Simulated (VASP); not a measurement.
# AlN (Cm) in VASP: notebook

Runs on AlN. Level: PBE. Tasks: single point.

Program: VASP 6.6.1. These are calculated values, not measurements. Logs are shortened: lines on timing, memory, paths and dates and some standing lists are left out, and cuts for length are marked.

### 1 The cell of the first run

It takes space group Cm (No. 8, monoclinic). The conventional cell has a = 5.350 Å, b = 3.089 Å, c = 3.089 Å, α = 90.00°, β = 125.26°, γ = 90.00°. Within 2.4 Å of Al (site symmetry m) lie 4 N at 1.83 to 1.95 Å. Within 2.4 Å of N (site symmetry m) lie 4 Al at 1.83 to 1.95 Å.

### 2 Single point, PBE

Contents of INCAR:

```
SYSTEM = AlN
PREC = Accurate ; ENCUT = 520
EDIFF = 1E-6 ; ISMEAR = 0
SIGMA = 0.05 ; LREAL = .FALSE.
LASPH = .TRUE. ; NELM = 100
ALGO = Normal ; ISIF = 2
LWAVE = .FALSE. ; LCHARG = .TRUE.
GGA = PE ; LELF = .TRUE.
LVHAR = .TRUE. ; NBANDS = 11
```

Contents of KPOINTS:

```
regular mesh
0
G
  10 10 10
  0 0 0
```

Contents of POSCAR:

```
AlN
1.0
    0.0000000000      2.1839935596      2.1839935596
    2.1839935596      0.0000000000      2.1839935596
    2.1839935596      2.1839935596      0.0000000000
Al N
1 1
Direct
   -0.0242825847      0.0000000000      0.0000000000
    0.7500000000      0.7500000000      0.7500000000
```

Potentials or basis: VASP PAW PBE potentials, release 64 (Al, N).

Started as:

```
$ cat potpaw_PBE.64/Al/POTCAR potpaw_PBE.64/N/POTCAR > POTCAR
$ mpirun -np 1 vasp_std > vasp.out
```

OUTCAR:

```text
SYSTEM = AlN
   PREC = Accurate
   ENCUT = 520
   EDIFF = 1E-6
   ISMEAR = 0
   LREAL = .FALSE.
   LASPH = .TRUE.
   NELM = 100
   ISIF = 2
   GGA = PE

 ion  position               nearest neighbor table
   1  0.976  0.000  0.000-   2 1.83   2 1.89   2 1.89   2 1.95
   2  0.750  0.750  0.750-   1 1.83   1 1.89   1 1.89   1 1.95

  LATTYP: Found a face centered cubic cell.
 ALAT       =     4.3679871192

  Lattice vectors:

 A1 = (   0.0000000000,   2.1839935596,   2.1839935596)
 A2 = (   2.1839935596,   0.0000000000,   2.1839935596)
 A3 = (   2.1839935596,   2.1839935596,   0.0000000000)

Analysis of symmetry for initial positions (statically):
=====================================================================
 Subroutine PRICEL returns:
 Original cell was already a primitive cell.

 Routine SETGRP: Setting up the symmetry group for a
 face centered cubic supercell.

 Subroutine GETGRP returns: Found  2 space group operations
 (whereof  2 operations were pure point group operations)
 out of a pool of 48 trial point group operations.

The static configuration has the point symmetry C_1h.

Analysis of symmetry for dynamics (positions and initial velocities):
=====================================================================
 Subroutine PRICEL returns:
 Original cell was already a primitive cell.

 Routine SETGRP: Setting up the symmetry group for a
 face centered cubic supercell.

 Subroutine GETGRP returns: Found  2 space group operations
 (whereof  2 operations were pure point group operations)
 out of a pool of 48 trial point group operations.

The dynamic configuration has the point symmetry C_1h.

 Subroutine INISYM returns: Found  2 space group operations
 (whereof  2 operations are pure point group operations),
 and found     1 'primitive' translations

----------------------------------------------------------------------------------------

                                     Primitive cell

  volume of cell :      20.8345

  direct lattice vectors                    reciprocal lattice vectors
     0.000000000  2.183993560  2.183993560    -0.228938404  0.228938404  0.228938404
     2.183993560  0.000000000  2.183993560     0.228938404 -0.228938404  0.228938404
     2.183993560  2.183993560  0.000000000     0.228938404  0.228938404 -0.228938404

  length of vectors
     3.088633312  3.088633312  3.088633312     0.396532948  0.396532948  0.396532948

  position of ions in fractional coordinates (direct lattice)
     0.975717415  0.000000000  0.000000000
     0.750000000  0.750000000  0.750000000

  ion indices of the primitive-cell ions
   primitive index   ion index
                 1           1
                 2           2

----------------------------------------------------------------------------------------

 KPOINTS: regular mesh

Automatic generation of k-mesh.
 Grid dimensions read from file:
 generate k-points for:   10   10   10

 Generating k-lattice:

  Cartesian coordinates                     Fractional coordinates (reciprocal lattice)
    -0.022893840  0.022893840  0.022893840     0.100000000  0.000000000  0.000000000
     0.022893840 -0.022893840  0.022893840     0.000000000  0.100000000  0.000000000
     0.022893840  0.022893840 -0.022893840     0.000000000  0.000000000  0.100000000

  Length of vectors
     0.039653295  0.039653295  0.039653295

  Shift w.r.t. Gamma in fractional coordinates (k-lattice)
     0.000000000  0.000000000  0.000000000

 Subroutine IBZKPT returns following result:
 ===========================================

 Found    282 irreducible k-points:

 Following reciprocal coordinates:
            Coordinates               Weight
  0.000000  0.000000  0.000000      1.000000
  0.100000  0.000000  0.000000      2.000000
  0.000000  0.100000  0.000000      4.000000
  0.100000  0.100000  0.100000      2.000000
  0.200000  0.000000  0.000000      2.000000
  0.000000  0.200000  0.000000      4.000000
[... 16 lines left out ...]
  0.200000  0.100000  0.200000      4.000000
  0.100000 -0.100000 -0.100000      2.000000
 [... further k-points ...]
   k-points           NKPTS =    282   k-points in BZ     NKDIM =    282   number of bands    NBANDS=     11
   number of dos      NEDOS =    301   number of ions     NIONS =      2
   total plane-waves  NPLWV =  13824
   dimension x,y,z NGX =    24 NGY =   24 NGZ =   24
   dimension x,y,z NGXF=    48 NGYF=   48 NGZF=   48
   ions per type =               1   1
   NGX,Y,Z   is equivalent  to a cutoff of  12.92, 12.92, 12.92 a.u.
   NGXF,Y,Z  is equivalent  to a cutoff of  25.84, 25.84, 25.84 a.u.
 SYSTEM =  AlN
   PREC   = accura    normal or accurate (medium, high low for compatibility)
   ISTART =      0    job   : 0-new  1-cont  2-samecut
   ICHARG =      2    charge: 1-file 2-atom 10-const
   ISPIN  =      1    spin polarized calculation?
   LNONCOLLINEAR =      F non collinear calculations
   LSORBIT =      F    spin-orbit coupling
   LASPH  =      T    aspherical Exc in radial PAW
   ENCUT  =  520.0 eV  38.22 Ry    6.18 a.u.   5.74  5.74  5.74*2*pi/ulx,y,z
   NELM   =    100;   NELMIN=  2; NELMDL= -5     # of ELM steps
   EDIFF  = 0.1E-05   stopping-criterion for ELM
   LREAL  =      F    real-space projection
   EDIFFG = 0.1E-04   stopping-criterion for IOM
   NSW    =      0    number of steps for IOM
   IBRION =     -1    ionic relax: 0-MD 1-quasi-New 2-CG
   NFREE  =      0    steps in history (QN), initial steepest desc. (CG)
   ISIF   =      2    stress and relaxation
   ISYM   =      2    0-nonsym 1-usesym 2-fastsym
   POTIM  = 0.5000    time-step for ionic-motion
   TEBEG  =    0.0;   TEEND  =   0.0 temperature during run
   PSTRESS=    0.0 pullay stress
   NELECT =       8.0000    total number of electrons
   NUPDOWN=      -1.0000    fix difference up-down
   EMIN   =  10.00;   EMAX   =-10.00  energy-range for DOS
   EFERMI =   0.00;   METHOD = LEGACY
   ISMEAR =     0;   SIGMA  =   0.05  broadening in eV -4-tet -1-fermi 0-gaus
   EFERMI_NEDOS =   21; number of points for ismear=-14 and -15
   IALGO  =     38    algorithm
   IMIX   =      4    mixing-type and parameters
     AMIX     =   0.40;   BMIX     =  1.00
     AMIX_MAG =   1.60;   BMIX_MAG =  1.00
  volume/ion in A,a.u.               =      10.42        70.30
  Fermi-wavevector in a.u.,A,eV,Ry     =   1.189899  2.248583 19.263943  1.415860
  Thomas-Fermi vector in A             =   2.325996
   LORBIT       =      0    0 simple, 1 ext, 2 COOP (PROOUT), +10 PAW based schemes
   GGA     = PE    functional components
   LHFCALC =     F    Hartree Fock is set to
   AEXX    =    0.0000 exact exchange contribution
   IVDW    =     0    specifies the selected vdW correction
   LEPSILON=     F    determine dielectric tensor
   LRPA    =     F    only Hartree local field effects (RPA)
 non-spin polarized calculation
 Gauss-broadening in eV      SIGMA  =   0.05
  energy-cutoff  :      520.00
  volume of cell :       20.83
 maximum number of plane-waves:       571
   NGX = 11   NGY = 11   NGZ = 11

 number of electron       8.0000000 magnetization

 Free energy of the ion-electron system (eV)
  ---------------------------------------------------
  ext. energy  EPLUGINS =         0.00000000
  ---------------------------------------------------
  free energy    TOTEN  =       -14.79894756 eV

  energy without entropy =      -14.79894756  energy(sigma->0) =      -14.79894756

 E-fermi :   6.4399     XC(G=0): -10.9332

 val. band max:        6.1629461956   @ k =   0.0000   0.0000   0.0000
 cond. band min:       9.2819365472   @ k =   0.0000   0.5000   0.5000
 fundamental gap:      3.1189903516
 Fermi energy:         6.4399019759

 k-point     1 :       0.0000    0.0000    0.0000
  band No.  band energies     occupation
      1      -9.0130      2.00000
      2       5.7678      2.00000
      3       5.9682      2.00000
      4       6.1629      2.00000
      5      10.1525      0.00000
      6      18.5090      0.00000
      7      18.5256      0.00000
      8      18.5635      0.00000
      9      23.6211      0.00000
     10      23.6403      0.00000
     11      24.7886      0.00000

 k-point     2 :       0.1000    0.0000    0.0000
  band No.  band energies     occupation
      1      -8.8674      2.00000
      2       5.2951      2.00000
      3       5.7395      2.00000
      4       5.9163      2.00000
      5      10.8483      0.00000
      6      18.1085      0.00000
      7      18.6213      0.00000
      8      18.6992      0.00000
      9      22.4745      0.00000
     10      22.4966      0.00000
     11      24.0991      0.00000

 k-point     3 :       0.0000    0.1000    0.0000
  band No.  band energies     occupation
      1      -8.8667      2.00000
      2       5.1372      2.00000
      3       5.7674      2.00000
      4       6.0816      2.00000
      5      10.8124      0.00000
      6      18.0840      0.00000
      7      18.6411      0.00000
      8      18.7486      0.00000
      9      22.3769      0.00000
     10      22.4258      0.00000
     11      24.2670      0.00000

 k-point     4 :       0.1000    0.1000    0.1000
  band No.  band energies     occupation
      1      -8.8660      2.00000
      2       5.0001      2.00000
      3       5.9174      2.00000
      4       6.1016      2.00000
      5      10.7787      0.00000
      6      18.1425      0.00000
      7      18.6776      0.00000
      8      18.6962      0.00000
      9      22.2933      0.00000
     10      22.3264      0.00000
     11      24.4481      0.00000

 k-point     5 :       0.2000    0.0000    0.0000
  band No.  band energies     occupation
      1      -8.4533      2.00000
      2       3.6628      2.00000
      3       5.6076      2.00000
      4       5.7867      2.00000
      5      12.0059      0.00000
      6      17.3254      0.00000
      7      18.4722      0.00000
      8      18.6056      0.00000
      9      22.0000      0.00000
     10      22.0524      0.00000
     11      23.2759      0.00000
[... 211 lines left out ...]
 k-point    21 :       0.1000    0.0000    0.2000
  band No.  band energies     occupation
      1      -8.4914      2.00000
      2       3.9499      2.00000
      3       5.4276      2.00000
      4       5.8425      2.00000
      5      11.8699      0.00000
      6      17.2978      0.00000
      7      18.3458      0.00000
      8      19.0591      0.00000
      9      20.0636      0.00000
     10      23.4992      0.00000
     11      24.9883      0.00000

 k-point    22 :       0.1000    0.1000   -0.1000
  band No.  band energies     occupation
      1      -8.4926      2.00000
      2       4.0131      2.00000
      3       5.4714      2.00000
      4       5.7004      2.00000
      5      11.9090      0.00000
      6      17.2586      0.00000
      7      18.4097      0.00000
      8      18.9566      0.00000
      9      20.1134      0.00000
     10      23.6045      0.00000
     11      25.0712      0.00000

 k-point    23 :       0.2000    0.1000    0.2000
  band No.  band energies     occupation
      1      -8.4906      2.00000
      2       3.8925      2.00000
      3       5.6190      2.00000
      4       5.7252      2.00000
      5      11.8539      0.00000
      6      17.3030      0.00000
      7      18.4429      0.00000
      8      19.0431      0.00000
      9      19.9490      0.00000
     10      23.4123      0.00000
     11      25.2062      0.00000

 k-point    24 :       0.1000   -0.1000   -0.1000
  band No.  band energies     occupation
      1      -8.4940      2.00000
      2       4.1001      2.00000
      3       5.4935      2.00000
      4       5.5575      2.00000
      5      11.9435      0.00000
      6      17.2707      0.00000
      7      18.3472      0.00000
      8      18.9035      0.00000
      9      20.2120      0.00000
     10      23.7392      0.00000
     11      24.9081      0.00000

 [... further k-points ...]

------------------------ aborting loop because EDIFF is reached ----------------------------------------

  FORCE on cell =-STRESS in cart. coord.  units (eV):
  Direction    XX          YY          ZZ          XY          YZ          ZX
  --------------------------------------------------------------------------------------
  -------------------------------------------------------------------------------------
  Total        0.7372754      0.6639153      0.6639153      0.5013040      0.1081678      0.5013040
  in kB       56.6965023     51.0551101     51.0551101     38.5502925      8.3181046     38.5502923
  external PRESSURE =      52.9355741 kB  Pullay stress =       0.0000000 kB

 VOLUME and BASIS-vectors are now :
 -----------------------------------------------------------------------------
  energy-cutoff  :      520.00
  volume of cell :       20.83
      direct lattice vectors                 reciprocal lattice vectors
     0.000000000  2.183993560  2.183993560    -0.228938404  0.228938404  0.228938404
     2.183993560  0.000000000  2.183993560     0.228938404 -0.228938404  0.228938404
     2.183993560  2.183993560  0.000000000     0.228938404  0.228938404 -0.228938404

 POSITION                                       TOTAL-FORCE (eV/Angst)
 -----------------------------------------------------------------------------------
      0.00000      2.13096      2.13096         0.174285      0.786499      0.786499
      3.27599      3.27599      3.27599        -0.174285     -0.786499     -0.786499
 -----------------------------------------------------------------------------------
    total drift:                                0.000019      0.000051      0.000051

  FREE ENERGIE OF THE ION-ELECTRON SYSTEM (eV)
  ---------------------------------------------------
  free  energy   TOTEN  =       -14.7989475592 eV

  energy  without entropy=      -14.7989475592  energy(sigma->0) =      -14.79894756
```

It took 36 s on 1 thread of Intel Xeon Platinum 8259CL at 2.50GHz (Skylake/Cascade Lake), shared host; peak memory 0.18 GiB.

Results:

```
Free energy            : -14.7989 eV
Pressure               : 5.3 GPa
Largest force          : 1.126 eV/Å
Band gap on the k mesh : 3.12 eV, indirect (least direct gap 3.99 eV)
```

Forces on the atoms (eV/Å):
```
Al   0.174  0.786  0.786
N   -0.174 -0.786 -0.786
```

Stress tensor (GPa, compression positive):
```
5.67 3.86 3.86
3.86 5.11 0.83
3.86 0.83 5.11
```

Levels at points of the mesh, in eV from the valence-band top:
| k point | band 2 | band 3 | band 4 | band 5 | band 6 | band 7 |
| --- | --- | --- | --- | --- | --- | --- |
| (0.00, 0.00, 0.00) | -0.40 | -0.19 | 0.00 | 3.99 | 12.35 | 12.36 |
| (0.50, 0.00, 0.00) | -5.96 | -0.85 | -0.68 | 7.24 | 9.72 | 10.85 |
| (0.00, 0.50, 0.00) | -6.05 | -0.81 | -0.53 | 7.16 | 9.65 | 10.85 |
| (0.50, 0.50, 0.50) | -6.13 | -0.67 | -0.51 | 7.11 | 9.59 | 10.94 |
| (0.50, 0.50, 0.00) | -5.10 | -2.06 | -1.87 | 3.12 | 8.41 | 13.73 |
| (0.00, 0.50, 0.50) | -5.10 | -1.96 | -1.95 | 3.12 | 8.39 | 13.73 |

Caveat: the cell differs from its parent crystal (all Al atoms moved +0.075 Å, as atom 1 towards its neighbour atom 1 (Al) at 3.089 Å); forces of over 1 eV/Å act on the atoms, so gaps and moduli don't describe the material at rest. A k mesh can miss the band edges.

[end of part 1 of 2]
